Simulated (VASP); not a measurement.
# KTaO3 (Pm-3m) in VASP: a series of runs

The runs below take KTaO3 through single point, with PBE, RPBE.

All numbers are computed with VASP 6.6.1; they aren't measurements. Logs are shortened: lines on timing, memory, paths and dates and some standing lists are left out, and cuts for length are marked.

## Step 1: The cell of the first run

The structure is cubic, space group Pm-3m (No. 221). Conventional cell: a = 4.024 Å, b = 4.024 Å, c = 4.024 Å, α = 90.00°, β = 90.00°, γ = 90.00°. Ta (site symmetry m-3m) has 6 O at 2.01 Å within 2.7 Å. Within 3.7 Å of K (site symmetry m-3m) lie 12 O at 2.85 Å and 8 Ta at 3.49 Å. Within 2.7 Å of O (site symmetry 4/mmm) lie 2 Ta at 2.01 Å.

## Step 2: Single point, PBE

Contents of INCAR:

```
SYSTEM = KTaO3
PREC = Accurate
ENCUT = 520
EDIFF = 1E-6
ISMEAR = -1
SIGMA = 0.05
LREAL = .FALSE.
LASPH = .TRUE.
NELM = 60
ALGO = Normal
ISIF = 2
LWAVE = .FALSE.
LCHARG = .FALSE.
GGA = PE
NBANDS = 27
```

Contents of KPOINTS:

```
regular mesh
0
G
  7 7 7
  0 0 0
```

Contents of POSCAR:

```
KTaO3
1.0
    4.0243760762      0.0000000000      0.0000000000
    0.0000000000      4.0243760762      0.0000000000
    0.0000000000      0.0000000000      4.0243760762
Ta K O
1 1 3
Direct
    0.0000000000      0.0000000000      0.0000000000
    0.5000000000      0.5000000000      0.5000000000
    0.0000000000      0.0000000000      0.5000000000
    0.0000000000      0.5000000000      0.0000000000
    0.5000000000      0.0000000000      0.0000000000
```

Potentials or basis: VASP PAW PBE potentials, release 64 (Ta_pv, K_sv, O).

Command:

```sh
cat potpaw_PBE.64/Ta_pv/POTCAR potpaw_PBE.64/K_sv/POTCAR potpaw_PBE.64/O/POTCAR > POTCAR
mpirun -np 1 vasp_std > vasp.out
```

OUTCAR:

```text
SYSTEM = KTaO3
   PREC = Accurate
   ENCUT = 520
   EDIFF = 1E-6
   ISMEAR = -1
   LREAL = .FALSE.
   LASPH = .TRUE.
   NELM = 60
   ISIF = 2
   GGA = PE

 ion  position               nearest neighbor table
   1  0.000  0.000  0.000-   3 2.01   4 2.01   5 2.01   3 2.01   4 2.01   5 2.01   2 3.49   2 3.49
                             2 3.49   2 3.49   2 3.49   2 3.49   2 3.49   2 3.49
   2  0.500  0.500  0.500-   3 2.85   4 2.85   5 2.85   4 2.85   5 2.85   3 2.85   5 2.85   5 2.85
                             3 2.85   4 2.85   4 2.85   3 2.85   1 3.49   1 3.49   1 3.49   1 3.49
   3  0.000  0.000  0.500-   1 2.01   1 2.01   2 2.85   2 2.85   2 2.85   2 2.85
   4  0.000  0.500  0.000-   1 2.01   1 2.01   2 2.85   2 2.85   2 2.85   2 2.85
   5  0.500  0.000  0.000-   1 2.01   1 2.01   2 2.85   2 2.85   2 2.85   2 2.85

  LATTYP: Found a simple cubic cell.
 ALAT       =     4.0243760762

  Lattice vectors:

 A1 = (   4.0243760762,   0.0000000000,   0.0000000000)
 A2 = (   0.0000000000,   4.0243760762,   0.0000000000)
 A3 = (   0.0000000000,   0.0000000000,   4.0243760762)

Analysis of symmetry for initial positions (statically):
=====================================================================
 Subroutine PRICEL returns:
 Original cell was already a primitive cell.

 Routine SETGRP: Setting up the symmetry group for a
 simple cubic supercell.

 Subroutine GETGRP returns: Found 48 space group operations
 (whereof 48 operations were pure point group operations)
 out of a pool of 48 trial point group operations.

The static configuration has the point symmetry O_h .

Analysis of symmetry for dynamics (positions and initial velocities):
=====================================================================
 Subroutine PRICEL returns:
 Original cell was already a primitive cell.

 Routine SETGRP: Setting up the symmetry group for a
 simple cubic supercell.

 Subroutine GETGRP returns: Found 48 space group operations
 (whereof 48 operations were pure point group operations)
 out of a pool of 48 trial point group operations.

The dynamic configuration has the point symmetry O_h .

 Subroutine INISYM returns: Found 48 space group operations
 (whereof 48 operations are pure point group operations),
 and found     1 'primitive' translations

----------------------------------------------------------------------------------------

                                     Primitive cell

  volume of cell :      65.1772

  direct lattice vectors                    reciprocal lattice vectors
     4.024376076  0.000000000  0.000000000     0.248485723  0.000000000  0.000000000
     0.000000000  4.024376076  0.000000000     0.000000000  0.248485723  0.000000000
     0.000000000  0.000000000  4.024376076     0.000000000  0.000000000  0.248485723

  length of vectors
     4.024376076  4.024376076  4.024376076     0.248485723  0.248485723  0.248485723

  position of ions in fractional coordinates (direct lattice)
     0.000000000  0.000000000  0.000000000
     0.500000000  0.500000000  0.500000000
     0.000000000  0.000000000  0.500000000
     0.000000000  0.500000000  0.000000000
     0.500000000  0.000000000  0.000000000

  ion indices of the primitive-cell ions
   primitive index   ion index
                 1           1
                 2           2
                 3           3
                 4           4
                 5           5

----------------------------------------------------------------------------------------

 KPOINTS: regular mesh

Automatic generation of k-mesh.
 Grid dimensions read from file:
 generate k-points for:    7    7    7

 Generating k-lattice:

  Cartesian coordinates                     Fractional coordinates (reciprocal lattice)
     0.035497960  0.000000000  0.000000000     0.142857143  0.000000000  0.000000000
     0.000000000  0.035497960  0.000000000     0.000000000  0.142857143  0.000000000
     0.000000000  0.000000000  0.035497960     0.000000000  0.000000000  0.142857143

  Length of vectors
     0.035497960  0.035497960  0.035497960

  Shift w.r.t. Gamma in fractional coordinates (k-lattice)
     0.000000000  0.000000000  0.000000000

 Subroutine IBZKPT returns following result:
 ===========================================

 Found     20 irreducible k-points:

 Following reciprocal coordinates:
            Coordinates               Weight
  0.000000  0.000000  0.000000      1.000000
  0.142857  0.000000  0.000000      6.000000
  0.285714  0.000000  0.000000      6.000000
  0.428571  0.000000  0.000000      6.000000
  0.142857  0.142857  0.000000     12.000000
  0.285714  0.142857  0.000000     24.000000
[... 12 lines left out ...]
  0.428571  0.428571  0.285714     24.000000
  0.428571  0.428571  0.428571      8.000000
   k-points           NKPTS =     20   k-points in BZ     NKDIM =     20   number of bands    NBANDS=     27
   number of dos      NEDOS =    301   number of ions     NIONS =      5
   total plane-waves  NPLWV =  27000
   dimension x,y,z NGX =    30 NGY =   30 NGZ =   30
   dimension x,y,z NGXF=    60 NGYF=   60 NGZF=   60
   ions per type =               1   1   3
   NGX,Y,Z   is equivalent  to a cutoff of  12.39, 12.39, 12.39 a.u.
   NGXF,Y,Z  is equivalent  to a cutoff of  24.79, 24.79, 24.79 a.u.
 SYSTEM =  KTaO3
   PREC   = accura    normal or accurate (medium, high low for compatibility)
   ISTART =      0    job   : 0-new  1-cont  2-samecut
   ICHARG =      2    charge: 1-file 2-atom 10-const
   ISPIN  =      1    spin polarized calculation?
   LNONCOLLINEAR =      F non collinear calculations
   LSORBIT =      F    spin-orbit coupling
   LASPH  =      T    aspherical Exc in radial PAW
   ENCUT  =  520.0 eV  38.22 Ry    6.18 a.u.   7.48  7.48  7.48*2*pi/ulx,y,z
   NELM   =     60;   NELMIN=  2; NELMDL= -5     # of ELM steps
   EDIFF  = 0.1E-05   stopping-criterion for ELM
   LREAL  =      F    real-space projection
   EDIFFG = 0.1E-04   stopping-criterion for IOM
   NSW    =      0    number of steps for IOM
   IBRION =     -1    ionic relax: 0-MD 1-quasi-New 2-CG
   NFREE  =      0    steps in history (QN), initial steepest desc. (CG)
   ISIF   =      2    stress and relaxation
   ISYM   =      2    0-nonsym 1-usesym 2-fastsym
   POTIM  = 0.5000    time-step for ionic-motion
   TEBEG  =    0.0;   TEEND  =   0.0 temperature during run
   PSTRESS=    0.0 pullay stress
   NELECT =      38.0000    total number of electrons
   NUPDOWN=      -1.0000    fix difference up-down
   EMIN   =  10.00;   EMAX   =-10.00  energy-range for DOS
   EFERMI =   0.00;   METHOD = LEGACY
   ISMEAR =    -1;   SIGMA  =   0.05  broadening in eV -4-tet -1-fermi 0-gaus
   EFERMI_NEDOS =   21; number of points for ismear=-14 and -15
   IALGO  =     38    algorithm
   IMIX   =      4    mixing-type and parameters
     AMIX     =   0.40;   BMIX     =  1.00
     AMIX_MAG =   1.60;   BMIX_MAG =  1.00
  volume/ion in A,a.u.               =      13.04        87.97
  Fermi-wavevector in a.u.,A,eV,Ry     =   1.367637  2.584459 25.448754  1.870431
  Thomas-Fermi vector in A             =   2.493672
   LORBIT       =      0    0 simple, 1 ext, 2 COOP (PROOUT), +10 PAW based schemes
   GGA     = PE    functional components
   LHFCALC =     F    Hartree Fock is set to
   AEXX    =    0.0000 exact exchange contribution
   IVDW    =     0    specifies the selected vdW correction
   LEPSILON=     F    determine dielectric tensor
   LRPA    =     F    only Hartree local field effects (RPA)
 non-spin polarized calculation
  energy-cutoff  :      520.00
  volume of cell :       65.18
 maximum number of plane-waves:      1775
 NGX is ok and might be reduce to    30
   NGX = 15   NGY = 15   NGZ = 15

 number of electron      37.9999979 magnetization

 Free energy of the ion-electron system (eV)
  ---------------------------------------------------
  ext. energy  EPLUGINS =         0.00000000
  ---------------------------------------------------
  free energy    TOTEN  =       -41.06727448 eV

  energy without entropy =      -41.06727448  energy(sigma->0) =      -41.06727448

 E-fermi :   2.6908     XC(G=0): -10.7338

 val. band max:        1.5632608541   @ k =   0.4286   0.4286   0.4286
 cond. band min:       3.7347040475   @ k =   0.0000   0.0000   0.0000
 fundamental gap:      2.1714431935
 Fermi energy:         2.6908156751

 k-point     1 :       0.0000    0.0000    0.0000
  band No.  band energies     occupation
      1     -32.6268      2.00000
      2     -32.6268      2.00000
      3     -32.6268      2.00000
      4     -25.7274      2.00000
      5     -15.8341      2.00000
      6     -15.1368      2.00000
[... 19 lines left out ...]
     26       9.6842      0.00000
     27       9.6842      0.00000

 k-point     2 :       0.1429    0.0000    0.0000
  band No.  band energies     occupation
      1     -32.6418      2.00000
      2     -32.6262      2.00000
      3     -32.6262      2.00000
      4     -25.7229      2.00000
      5     -15.7794      2.00000
      6     -15.1329      2.00000
[... 19 lines left out ...]
     26       9.9295      0.00000
     27       9.9686      0.00000

 k-point     3 :       0.2857    0.0000    0.0000
  band No.  band energies     occupation
      1     -32.6754      2.00000
      2     -32.6250      2.00000
      3     -32.6250      2.00000
      4     -25.7128      2.00000
      5     -15.7236      2.00000
      6     -15.1240      2.00000
[... 19 lines left out ...]
     26      10.5068      0.00000
     27      10.9683      0.00000

 k-point     4 :       0.4286    0.0000    0.0000
  band No.  band energies     occupation
      1     -32.7020      2.00000
      2     -32.6239      2.00000
      3     -32.6239      2.00000
      4     -25.7048      2.00000
      5     -15.7186      2.00000
      6     -15.1168      2.00000
[... 19 lines left out ...]
     26      11.0038      0.00000
     27      12.0857      0.00000

 k-point     5 :       0.1429    0.1429    0.0000
  band No.  band energies     occupation
      1     -32.6414      2.00000
      2     -32.6411      2.00000
      3     -32.6257      2.00000
      4     -25.7188      2.00000
      5     -15.7097      2.00000
      6     -15.0718      2.00000
[... 19 lines left out ...]
     26      10.1665      0.00000
     27      10.2226      0.00000

 k-point     6 :       0.2857    0.1429    0.0000
  band No.  band energies     occupation
      1     -32.6747      2.00000
      2     -32.6399      2.00000
      3     -32.6244      2.00000
      4     -25.7096      2.00000
      5     -15.6305      2.00000
      6     -15.0433      2.00000
[... 324 lines left out ...]
      1     -32.6716      2.00000
      2     -32.6710      2.00000
      3     -32.6710      2.00000
      4     -25.6935      2.00000
      5     -15.0259      2.00000
      6     -14.6580      2.00000
[... 19 lines left out ...]
     26      11.9297      0.00000
     27      11.9298      0.00000

 k-point    18 :       0.4286    0.2857    0.2857
  band No.  band energies     occupation
      1     -32.6975      2.00000
      2     -32.6702      2.00000
      3     -32.6699      2.00000
      4     -25.6885      2.00000
      5     -14.9163      2.00000
      6     -14.6404      2.00000
[... 19 lines left out ...]
     26      11.9627      0.00000
     27      12.4339      0.00000

 k-point    19 :       0.4286    0.4286    0.2857
  band No.  band energies     occupation
      1     -32.6964      2.00000
      2     -32.6963      2.00000
      3     -32.6690      2.00000
      4     -25.6839      2.00000
      5     -14.7682      2.00000
      6     -14.3876      2.00000
[... 19 lines left out ...]
     26      12.3429      0.00000
     27      12.7094      0.00000

 k-point    20 :       0.4286    0.4286    0.4286
  band No.  band energies     occupation
      1     -32.6952      2.00000
      2     -32.6951      2.00000
      3     -32.6951      2.00000
      4     -25.6793      2.00000
      5     -14.3981      2.00000
      6     -14.3414      2.00000
[... 19 lines left out ...]
     26      12.5289      0.00000
     27      13.5115      0.00000

------------------------ aborting loop because EDIFF is reached ----------------------------------------

  FORCE on cell =-STRESS in cart. coord.  units (eV):
  Direction    XX          YY          ZZ          XY          YZ          ZX
  --------------------------------------------------------------------------------------
  -------------------------------------------------------------------------------------
  Total        0.2388594      0.2388594      0.2388594      0.0000000      0.0000000     -0.0000000
  in kB        5.8716112      5.8716112      5.8716112      0.0000000      0.0000000     -0.0000000
  external PRESSURE =       5.8716112 kB  Pullay stress =       0.0000000 kB

 VOLUME and BASIS-vectors are now :
 -----------------------------------------------------------------------------
  energy-cutoff  :      520.00
  volume of cell :       65.18
      direct lattice vectors                 reciprocal lattice vectors
     4.024376076  0.000000000  0.000000000     0.248485723  0.000000000  0.000000000
     0.000000000  4.024376076  0.000000000     0.000000000  0.248485723  0.000000000
     0.000000000  0.000000000  4.024376076     0.000000000  0.000000000  0.248485723

 POSITION                                       TOTAL-FORCE (eV/Angst)
 -----------------------------------------------------------------------------------
      0.00000      0.00000      0.00000         0.000000      0.000000      0.000000
      2.01219      2.01219      2.01219         0.000000      0.000000      0.000000
      0.00000      0.00000      2.01219         0.000000      0.000000      0.000000
      0.00000      2.01219      0.00000         0.000000      0.000000      0.000000
      2.01219      0.00000      0.00000         0.000000      0.000000      0.000000
 -----------------------------------------------------------------------------------
    total drift:                                0.000000     -0.000000      0.000000

  FREE ENERGIE OF THE ION-ELECTRON SYSTEM (eV)
  ---------------------------------------------------
  free  energy   TOTEN  =       -41.0672744817 eV

  energy  without entropy=      -41.0672744816  energy(sigma->0) =      -41.06727448
```

Run time: 49 s. Hardware: 1 thread of Intel Xeon 8259CL, shared host; peak memory 0.19 GiB.

What came out:

```
Free energy            : -41.0673 eV
Pressure               : 0.6 GPa
Band gap on the k mesh : 2.17 eV (least direct gap 2.75 eV)
```

Caveat: spin-orbit coupling is left out, which moves the levels of the heavy elements; an odd mesh through Γ misses points on the zone boundary, where band edges can lie.

## Step 3: Single point, RPBE

This run uses another cell than the first one, of 13.34 Å³/atom.

Contents of INCAR:

```
  ALGO = Normal
  EDIFF = 1E-7
  ENCUT = 520
  GGA = RP
  ISIF = 2
  ISMEAR = -1
  LASPH = T
  LCHARG = F
  LREAL = F
  LWAVE = F
  NBANDS = 27
  NELM = 60
  PREC = Accurate
  SIGMA = 0.05
```

Contents of KPOINTS:

```
k-points
0
Gamma
  7 7 7
```

POSCAR, as its differences from that of step 2:

```diff
@@ -2,5 +2,5 @@
 1.0
-    4.0243760762      0.0000000000      0.0000000000
-    0.0000000000      4.0243760762      0.0000000000
-    0.0000000000      0.0000000000      4.0243760762
+    4.0550342245      0.0000000000      0.0000000000
+    0.0000000000      4.0550342245      0.0000000000
+    0.0000000000      0.0000000000      4.0550342245
 Ta K O
```

Potentials or basis: VASP PAW PBE potentials, release 64 (Ta_pv, K_sv, O).

Command:

```sh
cat potpaw_PBE.64/Ta_pv/POTCAR potpaw_PBE.64/K_sv/POTCAR potpaw_PBE.64/O/POTCAR > POTCAR
mpirun -np 1 vasp_std > vasp.out
```

OUTCAR:

```text
EDIFF = 1E-7
   ENCUT = 520
   GGA = RP
   ISIF = 2
   ISMEAR = -1
   LASPH = T
   LREAL = F
   NELM = 60
   PREC = Accurate

 ion  position               nearest neighbor table
   1  0.000  0.000  0.000-   3 2.03   4 2.03   5 2.03   3 2.03   4 2.03   5 2.03   2 3.51   2 3.51
                             2 3.51   2 3.51   2 3.51   2 3.51   2 3.51   2 3.51
   2  0.500  0.500  0.500-   3 2.87   4 2.87   5 2.87   4 2.87   5 2.87   3 2.87   5 2.87   5 2.87
                             3 2.87   4 2.87   4 2.87   3 2.87   1 3.51   1 3.51   1 3.51   1 3.51
   3  0.000  0.000  0.500-   1 2.03   1 2.03   2 2.87   2 2.87   2 2.87   2 2.87
   4  0.000  0.500  0.000-   1 2.03   1 2.03   2 2.87   2 2.87   2 2.87   2 2.87
   5  0.500  0.000  0.000-   1 2.03   1 2.03   2 2.87   2 2.87   2 2.87   2 2.87

  LATTYP: Found a simple cubic cell.
 ALAT       =     4.0550342245

  Lattice vectors:

 A1 = (   4.0550342245,   0.0000000000,   0.0000000000)
 A2 = (   0.0000000000,   4.0550342245,   0.0000000000)
 A3 = (   0.0000000000,   0.0000000000,   4.0550342245)

Analysis of symmetry for initial positions (statically):
=====================================================================
 Subroutine PRICEL returns:
[... 175 lines left out ...]
 cond. band min:       3.7395674572   @ k =   0.0000   0.0000   0.0000
 fundamental gap:      2.1676604141
 Fermi energy:         2.6924025058

 k-point     1 :       0.0000    0.0000    0.0000
  band No.  band energies     occupation
      1     -32.7747      2.00000
      2     -32.7747      2.00000
      3     -32.7747      2.00000
      4     -25.8761      2.00000
      5     -15.8288      2.00000
      6     -15.1555      2.00000
[... 589 lines left out ...]
     26      12.6464      0.00000
     27      13.3352      0.00000

------------------------ aborting loop because EDIFF is reached ----------------------------------------

  FORCE on cell =-STRESS in cart. coord.  units (eV):
  Direction    XX          YY          ZZ          XY          YZ          ZX
  --------------------------------------------------------------------------------------
  -------------------------------------------------------------------------------------
  Total        0.2024964      0.2024964      0.2024964      0.0000000      0.0000000     -0.0000000
  in kB        4.8656891      4.8656891      4.8656891      0.0000000      0.0000000     -0.0000000
  external PRESSURE =       4.8656891 kB  Pullay stress =       0.0000000 kB

 VOLUME and BASIS-vectors are now :
 -----------------------------------------------------------------------------
  energy-cutoff  :      520.00
  volume of cell :       66.68
      direct lattice vectors                 reciprocal lattice vectors
     4.055034224  0.000000000  0.000000000     0.246607043  0.000000000  0.000000000
     0.000000000  4.055034224  0.000000000     0.000000000  0.246607043  0.000000000
     0.000000000  0.000000000  4.055034224     0.000000000  0.000000000  0.246607043

 POSITION                                       TOTAL-FORCE (eV/Angst)
 -----------------------------------------------------------------------------------
      0.00000      0.00000      0.00000         0.000000      0.000000      0.000000
      2.02752      2.02752      2.02752         0.000000      0.000000      0.000000
      0.00000      0.00000      2.02752         0.000000      0.000000      0.000000
      0.00000      2.02752      0.00000         0.000000      0.000000      0.000000
      2.02752      0.00000      0.00000         0.000000      0.000000      0.000000
 -----------------------------------------------------------------------------------
    total drift:                                0.000000     -0.000000      0.000000

  FREE ENERGIE OF THE ION-ELECTRON SYSTEM (eV)
  ---------------------------------------------------
  free  energy   TOTEN  =       -39.1118425727 eV

  energy  without entropy=      -39.1118425726  energy(sigma->0) =      -39.11184257
```

Run time: 65 s. Hardware: 1 thread of Intel Xeon 8259CL, shared host; peak memory 0.19 GiB.

Results:

| Quantity | Value |
| --- | --- |
| Free energy | -39.1118 eV |
| Pressure | 0.5 GPa |
| Band gap on the k mesh | 2.17 eV (least direct gap 2.75 eV) |

Caveat: the PAW data sets were made with another functional, which shifts forces and pressure a little; spin-orbit coupling is left out, which moves the levels of the heavy elements; an odd mesh through Γ misses points on the zone boundary, where band edges can lie.
